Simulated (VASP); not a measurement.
# AlO3 (R-3c) in VASP: a series of runs

AlO3 is run at these levels: PBE; tasks: single point, relaxation of cell and atoms.

Everything below comes from runs of VASP 6.6.1. Logs are shortened: lines on timing, memory, paths and dates and some standing lists are left out, and cuts for length are marked.

## 1. The cell of the first run

It takes space group R-3c (No. 167, trigonal). The conventional cell has a = 5.374 Å, b = 5.374 Å, c = 13.164 Å, α = 90.00°, β = 90.00°, γ = 120.00°. Al (site symmetry -3) has 6 O at 1.92 Å within 2.6 Å. O (site symmetry 2) has 2 Al at 1.92 Å within 2.6 Å.

## 2. Single point, PBE

File INCAR:

```
PREC = Accurate
ENCUT = 520
EDIFF = 1E-7
ISMEAR = 0
SIGMA = 0.1
LREAL = False
LASPH = True
NELM = 80
ALGO = Normal
ISIF = 2
LWAVE = False
LCHARG = False
GGA = PE
NBANDS = 31
```

File KPOINTS:

```
regular mesh
0
Gamma
  4 4 4
```

File POSCAR:

```
AlO3
1.0
    2.6870057700      1.5513435000      4.3878620500
   -2.6870057700      1.5513435000      4.3878620500
    0.0000000000     -3.1026870100      4.3878620500
Al O
2 6
Direct
    0.5000000000      0.5000000000      0.5000000000
    0.0000000000      0.0000000000      0.0000000000
    0.8072761400      0.2500000000      0.6927238600
    0.6927238600      0.8072761400      0.2500000000
    0.2500000000      0.6927238600      0.8072761400
    0.1927238600      0.7500000000      0.3072761400
    0.3072761400      0.1927238600      0.7500000000
    0.7500000000      0.3072761400      0.1927238600
```

Potentials or basis: VASP PAW PBE potentials, release 64 (Al, O).

Run with:

```sh
$ cat potpaw_PBE.64/Al/POTCAR potpaw_PBE.64/O/POTCAR > POTCAR
$ mpirun -np 1 vasp_std > vasp.out
```

OUTCAR:

```text
PREC = Accurate
   ENCUT = 520
   EDIFF = 1E-7
   ISMEAR = 0
   LREAL = False
   LASPH = True
   NELM = 80
   ISIF = 2
   GGA = PE

 ion  position               nearest neighbor table
   1  0.500  0.500  0.500-   4 1.92   7 1.92   5 1.92   8 1.92   3 1.92   6 1.92
   2  0.000  0.000  0.000-   4 1.92   7 1.92   6 1.92   3 1.92   5 1.92   8 1.92
   3  0.807  0.250  0.693-   2 1.92   1 1.92
   4  0.693  0.807  0.250-   1 1.92   2 1.92
   5  0.250  0.693  0.807-   1 1.92   2 1.92
   6  0.193  0.750  0.307-   2 1.92   1 1.92
   7  0.307  0.193  0.750-   1 1.92   2 1.92
   8  0.750  0.307  0.193-   1 1.92   2 1.92

  LATTYP: Found a face centered cubic cell.
 ALAT       =     7.6000000043

  Lattice vectors:

 A1 = (   2.6870057700,   1.5513435000,   4.3878620500)
 A2 = (  -2.6870057700,   1.5513435000,   4.3878620500)
 A3 = (   0.0000000000,  -3.1026870100,   4.3878620500)

Analysis of symmetry for initial positions (statically):
=====================================================================
 Subroutine PRICEL returns:
 Original cell was already a primitive cell.

 Routine SETGRP: Setting up the symmetry group for a
 face centered cubic supercell.

 Subroutine GETGRP returns: Found 12 space group operations
 (whereof  6 operations were pure point group operations)
 out of a pool of 48 trial point group operations.

The static configuration has the point symmetry S_6 .
 The point group associated with its full space group is D_3d.

Analysis of symmetry for dynamics (positions and initial velocities):
=====================================================================
 Subroutine PRICEL returns:
 Original cell was already a primitive cell.

 Routine SETGRP: Setting up the symmetry group for a
 face centered cubic supercell.

 Subroutine GETGRP returns: Found 12 space group operations
 (whereof  6 operations were pure point group operations)
 out of a pool of 48 trial point group operations.

The dynamic configuration has the point symmetry S_6 .
 The point group associated with its full space group is D_3d.

 Subroutine INISYM returns: Found 12 space group operations
 (whereof  6 operations are pure point group operations),
 and found     1 'primitive' translations

----------------------------------------------------------------------------------------

                                     Primitive cell

  volume of cell :     109.7440

  direct lattice vectors                    reciprocal lattice vectors
     2.687005770  1.551343500  4.387862050     0.186080732  0.107433761  0.075967141
    -2.687005770  1.551343500  4.387862050    -0.186080732  0.107433761  0.075967141
     0.000000000 -3.102687010  4.387862050     0.000000000 -0.214867521  0.075967140

  length of vectors
     5.374011540  5.374011540  5.374011542     0.227901422  0.227901422  0.227901422

  position of ions in fractional coordinates (direct lattice)
     0.500000000  0.500000000  0.500000000
     0.000000000  0.000000000  0.000000000
     0.807276140  0.250000000  0.692723860
     0.692723860  0.807276140  0.250000000
     0.250000000  0.692723860  0.807276140
     0.192723860  0.750000000  0.307276140
     0.307276140  0.192723860  0.750000000
     0.750000000  0.307276140  0.192723860

  ion indices of the primitive-cell ions
   primitive index   ion index
                 1           1
                 2           2
                 3           3
                 4           4
                 5           5
                 6           6
                 7           7
                 8           8

----------------------------------------------------------------------------------------

 KPOINTS: regular mesh

Automatic generation of k-mesh.
 Grid dimensions read from file:
 generate k-points for:    4    4    4

 Generating k-lattice:

  Cartesian coordinates                     Fractional coordinates (reciprocal lattice)
     0.046520183  0.026858440  0.018991785     0.250000000 -0.000000000  0.000000000
    -0.046520183  0.026858440  0.018991785    -0.000000000  0.250000000  0.000000000
     0.000000000 -0.053716880  0.018991785     0.000000000  0.000000000  0.250000000

  Length of vectors
     0.056975355  0.056975355  0.056975356

  Shift w.r.t. Gamma in fractional coordinates (k-lattice)
     0.000000000  0.000000000  0.000000000

 Subroutine IBZKPT returns following result:
 ===========================================

 Found     13 irreducible k-points:

 Following reciprocal coordinates:
            Coordinates               Weight
  0.000000  0.000000  0.000000      1.000000
  0.250000 -0.000000  0.000000      6.000000
  0.250000  0.250000  0.250000      2.000000
  0.500000 -0.000000  0.000000      3.000000
  0.500000  0.500000  0.500000      1.000000
  0.250000  0.250000  0.000000      6.000000
  0.500000  0.250000  0.000000     12.000000
  0.250000  0.250000 -0.250000      6.000000
  0.500000  0.250000  0.500000      6.000000
 -0.250000  0.250000  0.000000      6.000000
  0.250000  0.250000  0.500000      6.000000
  0.500000  0.500000  0.000000      3.000000
 -0.250000  0.500000  0.250000      6.000000
   k-points           NKPTS =     13   k-points in BZ     NKDIM =     13   number of bands    NBANDS=     31
   number of dos      NEDOS =    301   number of ions     NIONS =      8
   total plane-waves  NPLWV =  64000
   dimension x,y,z NGX =    40 NGY =   40 NGZ =   40
   dimension x,y,z NGXF=    80 NGYF=   80 NGZF=   80
   ions per type =               2   6
   NGX,Y,Z   is equivalent  to a cutoff of  12.37, 12.37, 12.37 a.u.
   NGXF,Y,Z  is equivalent  to a cutoff of  24.75, 24.75, 24.75 a.u.
 SYSTEM =  unknown system
   PREC   = accura    normal or accurate (medium, high low for compatibility)
   ISTART =      0    job   : 0-new  1-cont  2-samecut
   ICHARG =      2    charge: 1-file 2-atom 10-const
   ISPIN  =      1    spin polarized calculation?
   LNONCOLLINEAR =      F non collinear calculations
   LSORBIT =      F    spin-orbit coupling
   LASPH  =      T    aspherical Exc in radial PAW
   ENCUT  =  520.0 eV  38.22 Ry    6.18 a.u.   9.99  9.99  9.99*2*pi/ulx,y,z
   NELM   =     80;   NELMIN=  2; NELMDL= -5     # of ELM steps
   EDIFF  = 0.1E-06   stopping-criterion for ELM
   LREAL  =      F    real-space projection
   EDIFFG = 0.1E-05   stopping-criterion for IOM
   NSW    =      0    number of steps for IOM
   IBRION =     -1    ionic relax: 0-MD 1-quasi-New 2-CG
   NFREE  =      0    steps in history (QN), initial steepest desc. (CG)
   ISIF   =      2    stress and relaxation
   ISYM   =      2    0-nonsym 1-usesym 2-fastsym
   POTIM  = 0.5000    time-step for ionic-motion
   TEBEG  =    0.0;   TEEND  =   0.0 temperature during run
   PSTRESS=    0.0 pullay stress
   NELECT =      42.0000    total number of electrons
   NUPDOWN=      -1.0000    fix difference up-down
   EMIN   =  10.00;   EMAX   =-10.00  energy-range for DOS
   EFERMI =   0.00;   METHOD = LEGACY
   ISMEAR =     0;   SIGMA  =   0.10  broadening in eV -4-tet -1-fermi 0-gaus
   EFERMI_NEDOS =   21; number of points for ismear=-14 and -15
   IALGO  =     38    algorithm
   IMIX   =      4    mixing-type and parameters
     AMIX     =   0.40;   BMIX     =  1.00
     AMIX_MAG =   1.60;   BMIX_MAG =  1.00
  volume/ion in A,a.u.               =      13.72        92.57
  Fermi-wavevector in a.u.,A,eV,Ry     =   1.188587  2.246104 19.221484  1.412739
  Thomas-Fermi vector in A             =   2.324713
   LORBIT       =      0    0 simple, 1 ext, 2 COOP (PROOUT), +10 PAW based schemes
   GGA     = PE    functional components
   LHFCALC =     F    Hartree Fock is set to
   AEXX    =    0.0000 exact exchange contribution
   IVDW    =     0    specifies the selected vdW correction
   LEPSILON=     F    determine dielectric tensor
   LRPA    =     F    only Hartree local field effects (RPA)
 non-spin polarized calculation
 Gauss-broadening in eV      SIGMA  =   0.10
  energy-cutoff  :      520.00
  volume of cell :      109.74
 maximum number of plane-waves:      2996
   NGX = 19   NGY = 19   NGZ = 19

 number of electron      42.0000001 magnetization

 Free energy of the ion-electron system (eV)
  ---------------------------------------------------
  ext. energy  EPLUGINS =         0.00000000
  ---------------------------------------------------
  free energy    TOTEN  =       -43.72919184 eV

  energy without entropy =      -43.64633729  energy(sigma->0) =      -43.68776456

 E-fermi :  -0.7834     XC(G=0):  -8.8595

 val. band max:       -0.7842819846   @ k =   0.2500  -0.0000   0.0000
 cond. band min:      -0.7830019519   @ k =   0.5000   0.2500   0.0000
 fundamental gap:      0.0012800328
 Fermi energy:        -0.7833820672

 k-point     1 :       0.0000    0.0000    0.0000
  band No.  band energies     occupation
      1     -18.2888      2.00000
      2     -16.9338      2.00000
      3     -16.9338      2.00000
      4     -16.8680      2.00000
      5     -16.4140      2.00000
      6     -16.4140      2.00000
[... 23 lines left out ...]
     30      11.3373      0.00000
     31      13.5754      0.00000

 k-point     2 :       0.2500   -0.0000    0.0000
  band No.  band energies     occupation
      1     -18.1170      2.00000
      2     -17.1616      2.00000
      3     -16.8678      2.00000
      4     -16.8143      2.00000
      5     -16.5006      2.00000
      6     -16.4888      2.00000
[... 23 lines left out ...]
     30      12.0590      0.00000
     31      13.5602      0.00000

 k-point     3 :       0.2500    0.2500    0.2500
  band No.  band energies     occupation
      1     -18.1116      2.00000
      2     -17.1153      2.00000
      3     -16.8664      2.00000
      4     -16.8664      2.00000
      5     -16.5001      2.00000
      6     -16.5001      2.00000
[... 329 lines left out ...]
     30      11.6388      0.00000
     31      12.6793      0.00000

 k-point    13 :      -0.2500    0.5000    0.2500
  band No.  band energies     occupation
      1     -17.5056      2.00000
      2     -17.5056      2.00000
      3     -16.9987      2.00000
      4     -16.9987      2.00000
      5     -16.5547      2.00000
      6     -16.5547      2.00000
[... 23 lines left out ...]
     30      12.4247      0.00000
     31      13.3591      0.00000

------------------------ aborting loop because EDIFF is reached ----------------------------------------

  FORCE on cell =-STRESS in cart. coord.  units (eV):
  Direction    XX          YY          ZZ          XY          YZ          ZX
  --------------------------------------------------------------------------------------
  -------------------------------------------------------------------------------------
  Total       -8.5237597     -8.5237597     -8.7990688      0.0000000      0.0000000     -0.0000000
  in kB     -124.4402843   -124.4402841   -128.4595841      0.0000000      0.0000001     -0.0000000
  external PRESSURE =    -125.7800508 kB  Pullay stress =       0.0000000 kB

 VOLUME and BASIS-vectors are now :
 -----------------------------------------------------------------------------
  energy-cutoff  :      520.00
  volume of cell :      109.74
      direct lattice vectors                 reciprocal lattice vectors
     2.687005770  1.551343500  4.387862050     0.186080732  0.107433761  0.075967141
    -2.687005770  1.551343500  4.387862050    -0.186080732  0.107433761  0.075967141
     0.000000000 -3.102687010  4.387862050     0.000000000 -0.214867521  0.075967140

 POSITION                                       TOTAL-FORCE (eV/Angst)
 -----------------------------------------------------------------------------------
      0.00000     -0.00000      6.58179        -0.000000     -0.000000      0.000000
      0.00000      0.00000      0.00000         0.000000     -0.000000      0.000000
      1.49740     -0.50911      7.67876        -0.303980     -0.526509      0.000000
     -0.30780      1.55134      7.67876         0.607960     -0.000000      0.000000
     -1.18960     -1.04224      7.67876        -0.303980      0.526509      0.000000
     -1.49740      0.50911      5.48483         0.303980      0.526509      0.000000
      0.30780     -1.55134      5.48483        -0.607960     -0.000000     -0.000000
      1.18960      1.04224      5.48483         0.303980     -0.526509      0.000000
 -----------------------------------------------------------------------------------
    total drift:                               -0.000000      0.000000     -0.000000

  FREE ENERGIE OF THE ION-ELECTRON SYSTEM (eV)
  ---------------------------------------------------
  free  energy   TOTEN  =       -43.7291918416 eV

  energy  without entropy=      -43.6463372879  energy(sigma->0) =      -43.68776456
```

Run time: 32 s. Hardware: 1 thread of Intel Xeon Platinum 8488C (Sapphire Rapids), shared host; peak memory 0.23 GiB.

What came out:

| Property | Result |
| --- | --- |
| Free energy | -43.7292 eV |
| Pressure | -12.6 GPa |
| Largest force | 0.608 eV/Å |
| Band gap on the k mesh | zero (band 21 reaches -0.62 eV, above the bottom of band 22 at -1.09 eV) |

Forces on the atoms (eV/Å):
```
Al   0.000  0.000  0.000
Al   0.000  0.000  0.000
O   -0.304 -0.527  0.000
O    0.608  0.000  0.000
O   -0.304  0.527  0.000
O    0.304  0.527  0.000
O   -0.608  0.000  0.000
O    0.304 -0.527  0.000
```

Stress tensor (GPa, compression positive):
```
-12.44   0.00   0.00
  0.00 -12.44   0.00
  0.00   0.00 -12.85
```

Levels at points of the mesh, in eV from the Fermi level:
```tsv
k point	band 18	band 19	band 20	band 21	band 22	band 23	band 24	band 25
(0.00, 0.00, 0.00)	-0.17	0.01	0.01	0.09	0.34	0.60	0.60	7.13
(0.50, 0.00, 0.00)	-1.20	0.08	0.08	0.17	0.17	0.24	0.24	9.64
(0.50, 0.50, 0.50)	-1.26	-0.03	-0.03	0.12	0.12	0.12	0.12	9.60
(0.50, 0.50, 0.00)	-0.84	-0.58	-0.56	-0.51	-0.09	0.01	0.56	9.80
```

## 3. Relaxation of cell and atoms, PBE

File INCAR:

```
PREC = Accurate
ENCUT = 600
EDIFF = 1E-6
ISMEAR = 0
SIGMA = 0.1
LREAL = F
LASPH = T
NELM = 80
ALGO = Normal
ISIF = 3
LWAVE = F
LCHARG = F
GGA = PE
IBRION = 2
NSW = 90
EDIFFG = -0.04
```

KPOINTS is that of step 2.

POSCAR is that of step 2.

Potentials or basis: VASP PAW PBE potentials, release 64 (Al, O).

Run with:

```sh
$ cat potpaw_PBE.64/Al/POTCAR potpaw_PBE.64/O/POTCAR > POTCAR
$ mpirun -np 1 vasp_std > vasp.out
```

Wall time 8.4 min (1 thread of Intel Xeon Platinum 8488C (Sapphire Rapids), shared host); peak memory 0.34 GiB.

It converged, with:

- Free energy: -45.4428 eV
- Relaxed volume: 11.59 Å³/atom
- Relaxed cell: a = 4.659 Å, b = 4.659 Å, c = 4.659 Å, α = 75.35°, β = 75.35°, γ = 75.35°
- Space group after relaxing (to 0.05 Å): R-3m (No. 166)
- Energy gained by relaxing: 213.4 meV/atom
- Ionic steps: 20
- Pressure after relaxing: 0.3 GPa
- Largest force after relaxing: 0.015 eV/Å
- Band gap on the k mesh: zero (band 21 reaches 1.77 eV, above the bottom of band 22 at 0.23 eV)

Forces on the atoms (eV/Å):
```
Al   0.000  0.000  0.000
Al   0.000  0.000  0.000
O    0.008  0.013  0.000
O   -0.015  0.000  0.000
O    0.008 -0.013  0.000
O   -0.008 -0.013  0.000
O    0.015  0.000  0.000
O   -0.008  0.013  0.000
```

The path:
```csv
step,energy change (eV),largest force (eV/Å),pressure (GPa),volume (Å³)
1,0.0000,0.6081,-12.71,109.74
2,-0.6284,0.2373,4.46,93.35
3,-0.6605,0.3094,0.60,95.95
4,-0.6923,0.2927,0.57,96.22
5,-0.7864,0.2450,0.38,97.00
6,-0.9600,0.1513,-0.56,98.55
7,-1.1429,0.0859,-4.31,101.50
8,-1.1625,0.0995,-4.17,101.24
9,-1.2171,0.1414,-3.83,100.44
10,-1.2966,0.2349,-3.34,98.78
11,-1.2721,0.4301,-2.90,95.27
12,-1.3158,0.3071,-3.08,97.57
13,-1.3547,0.2804,-1.87,96.61
14,-1.4201,0.2059,2.08,93.79
15,-1.4245,0.1819,3.57,92.83
16,-1.4617,0.1742,3.36,92.86
17,-1.5597,0.1469,2.72,92.90
18,-1.6845,0.0724,1.24,92.84
19,-1.5771,0.1514,-2.55,92.06
20,-1.7069,0.0153,0.31,92.71
```

Final structure:
```xyz
8
Lattice="2.8474 1.6440 3.3008 -2.8474 1.6440 3.3008 0.0000 -3.2879 3.3008" Properties=species:S:1:pos:R:3 pbc="T T T"
Al    0.0000    0.0000    4.9513
Al    0.0000    0.0000    0.0000
O     1.4190   -0.8301    5.7765
O     0.0094    1.6440    5.7765
O    -1.4284   -0.8138    5.7765
O    -1.4190    0.8301    4.1261
O    -0.0094   -1.6440    4.1261
O     1.4284    0.8138    4.1261
```

Levels at points of the mesh, in eV from the Fermi level:
```csv
k point,band 19,band 20,band 21,band 22,band 23,band 24
"(0.00, 0.00, 0.00)",0.55,0.71,0.71,0.88,0.91,0.91
"(0.50, 0.00, 0.00)",-0.82,-0.82,0.69,0.69,0.79,0.79
"(0.50, 0.50, 0.50)",-0.82,-0.82,-0.77,-0.77,-0.77,-0.77
"(0.50, 0.50, 0.00)",-1.50,-1.46,-1.06,-0.83,0.62,0.91
```

Caveat: the volume moved by over 15 % at a fixed basis, so the end points are rough.
